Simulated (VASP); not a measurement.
Input of a VASP 6.6.1 run:

INCAR

```
SYSTEM = Li
PREC = Accurate
ENCUT = 600
EDIFF = 1E-6
ISMEAR = -1
SIGMA = 0.15
LREAL = .FALSE.
LASPH = .TRUE.
NELM = 60
ALGO = Fast
ISIF = 3
LWAVE = .FALSE.
LCHARG = .FALSE.
GGA = PE
IBRION = 2
NSW = 80
EDIFFG = -0.001
```

KPOINTS

```
regular mesh
0
G
  8 8 8
  0 0 0
```

POSCAR

```
Li
1.0
    5.4529986000      0.0000000000      0.0000000000
    0.0000000000      5.4529986000      0.0000000000
    0.0000000000      0.0000000000      5.4529986000
Li
8
Direct
    0.5000000000      0.5000000000      0.5000000000
    0.0000000000      0.0000000000      0.0000000000
    0.2500000000      0.0000000000      0.5000000000
    0.5000000000      0.2500000000      0.0000000000
    0.5000000000      0.7500000000      0.0000000000
    0.7500000000      0.0000000000      0.5000000000
    0.0000000000      0.5000000000      0.7500000000
    0.0000000000      0.5000000000      0.2500000000
```

Potentials or basis: VASP PAW PBE potentials, release 64 (Li_sv).

Command:

```console
$ cat potpaw_PBE.64/Li_sv/POTCAR > POTCAR
$ mpirun -np 1 vasp_std > vasp.out
```

Problem. Estimate the relaxed volume.

Solution. 20.17 Å³/atom.

Problem. Estimate the relaxed cell.

Solution. a = 5.444 Å, b = 5.444 Å, c = 5.444 Å, α = 90.00°, β = 90.00°, γ = 90.00°.

The path:
```csv
step,energy change (eV),largest force (eV/Å),pressure (GPa),volume (Å³)
1,0.0000,0.0000,-0.07,162.15
2,-0.0001,0.0000,-0.06,161.95
3,-0.0002,0.0000,-0.01,161.37
```

Caveat: the cutoff is under 1.25 times the usual one of these potentials, so pressure, stress and relaxed cells hold a basis-set (Pulay) error.
